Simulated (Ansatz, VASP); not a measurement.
# BN: VASP beside Ansatz

File INCAR:

```
SYSTEM = BN
PREC = Accurate
ENCUT = 520
EDIFF = 1E-8
ISMEAR = -1
SIGMA = 0.03
LREAL = .FALSE.
LASPH = .TRUE.
NELM = 60
ALGO = Normal
ISIF = 2
LWAVE = .FALSE.
LCHARG = .FALSE.
GGA = PS
LEFG = .TRUE.
NBANDS = 11
```

KPOINTS

```
Automatic mesh
0
G
  13 13 13
  0 0 0
```

The input POSCAR:

```
BN
1.0
    0.0542250000      1.8346125000      1.8346125000
    1.8346125000      0.0542250000      1.8346125000
    1.8346125000      1.8346125000      0.0542250000
B N
1 1
Direct
    0.0000000000      0.0000000000      0.0000000000
    0.7500000000      0.7500000000      0.7500000000
```

Input for Ansatz:

```yaml
crystal:
  lattice:
    - [0.054225, 1.8346125, 1.8346125]
    - [1.8346125, 0.054225, 1.8346125]
    - [1.8346125, 1.8346125, 0.054225]
  atoms:
    - { symbol: B, position: [0.0, 0.0, 0.0] }
    - { symbol: "N", position: [0.75, 0.75, 0.75] }
kpoints:
  mp_grid: { grid: [13, 13, 13] }
scf:
  occupations: { method: fermi_dirac, width: 0.03 }
hamiltonian:
  xc: pbesol
  pseudopotentials: { kind: all_electron, datasets: crystal }
output:
  forces: true
  stress: true
  eigenvalues: true
  efg: { contact_densities: true }
```

Change from the starting cell: equal xy, yz and zx shear strains of +3 %, crystal datasets.

Alike in both runs: task electric field gradients; functional PBEsol; k mesh 13 × 13 × 13; occupations fermi-dirac, width 0.03 eV; no spin polarisation.

|  | VASP | Ansatz |
| --- | --- | --- |
| version | VASP 6.6.1 | Ansatz 0.2.0 |
| potentials or method | VASP PAW PBE potentials, release 64 (B, N), cutoff 520 eV | all-electron PAW with datasets made for the crystal, scalar-relativistic |

Ansatz gave:

| Quantity | Value |
| --- | --- |
| gap on the k mesh at the Fermi level (eV) | 4.24 |
| pressure (GPa) | -1.7 |
| traceless stress, the component that is largest in VASP (GPa) | -13.12 |
| rms of the force components (eV/Å) | 0.006 |
| size of Vzz on the site where it differs most (V/Å²) | 9.3 |

Question: Estimate VASP's values.

Answer: gap on the k mesh at the Fermi level (eV): 4.23; pressure (GPa): -1.1; traceless stress, the component that is largest in VASP (GPa): -13.23; rms of the force components (eV/Å): 0.013; size of Vzz on the site where it differs most (V/Å²): 9.8.

VASP's potentials were made for PBE, not for PBEsol. Atom by atom the forces differ by 0.007 eV/Å (rms over components). Ansatz ran all-electron here, and VASP with PAW potentials.
